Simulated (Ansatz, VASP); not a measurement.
# SnTe: VASP beside Ansatz

The input POSCAR:

```
SnTe
1.0
    0.0000000000      3.5839840137      3.5839840137
    3.5839840137      0.0000000000      3.5839840137
    3.5839840137      3.5839840137      0.0000000000
Sn Te
1 1
Direct
    0.0000000000      0.0000000000      0.0000000000
    0.2500000000      0.2500000000      0.2500000000
```

INCAR.step1

```
  ALGO = Normal
  EDIFF = 1E-5
  ENCUT = 520
  GGA = PE
  ISIF = 2
  ISMEAR = -1
  LASPH = True
  LREAL = False
  LWAVE = True
  NBANDS = 17
  NELM = 60
  PREC = Accurate
  SIGMA = 0.02
```

INCAR.step2

```
  AEXX = 0.3
  ALGO = Normal
  EDIFF = 1E-6
  ENCUT = 520
  GGA = PE
  HFSCREEN = 0.3
  ISIF = 2
  ISMEAR = -1
  ISTART = 1
  LASPH = True
  LCHARG = True
  LELF = True
  LHFCALC = True
  LREAL = False
  LVHAR = True
  LWAVE = False
  NBANDS = 17
  NELM = 60
  PREC = Accurate
  PRECFOCK = Normal
  SIGMA = 0.02
```

Contents of KPOINTS:

```
k-points
0
Gamma
  4 4 4
```

Input for Ansatz:

```yaml
crystal:
  lattice:
    - [0.0, 3.5839840137, 3.5839840137]
    - [3.5839840137, 0.0, 3.5839840137]
    - [3.5839840137, 3.5839840137, 0.0]
  atoms:
    - { symbol: Sn, position: [0.0, 0.0, 0.0] }
    - { symbol: Te, position: [0.25, 0.25, 0.25] }
kpoints:
  mp_grid: { grid: [4, 4, 4] }
hamiltonian:
  xc: { exchange: pbe, correlation: pbe, exx: { coeff: 0.3, omega: 0.3 } }
scf:
  occupations: { method: fermi_dirac, width: 0.02 }
  n_extra_bands: 4
output:
  forces: true
  stress: true
  eigenvalues: true
```

Alike in both runs: task single point; functional PBE-based screened hybrid; k mesh 4 × 4 × 4; occupations fermi-dirac, width 0.02 eV; no spin polarisation.

|  | VASP | Ansatz |
| --- | --- | --- |
| version | VASP 6.6.1 | Ansatz 0.2.0 |
| potentials or method | VASP PAW PBE potentials, release 64 (Sn_d, Te) | plane waves |
| plane-wave cutoff (eV) | 520 | 420 |
| valence electrons in the cell | 20 | 30 |

```tsv
	VASP	Ansatz	Ansatz less VASP
pressure (GPa)	-0.2	-0.1	+0.15
```

VASP's potentials were made for PBE, not for PBE-based screened hybrid. VASP's potentials hold 20 valence electrons a cell and Ansatz's 30, so a difference there can come from the potentials and not from the codes. Ansatz's warnings: stress exchange threshold loose, stress scf threshold loose.

Neither program's run includes spin-orbit coupling.
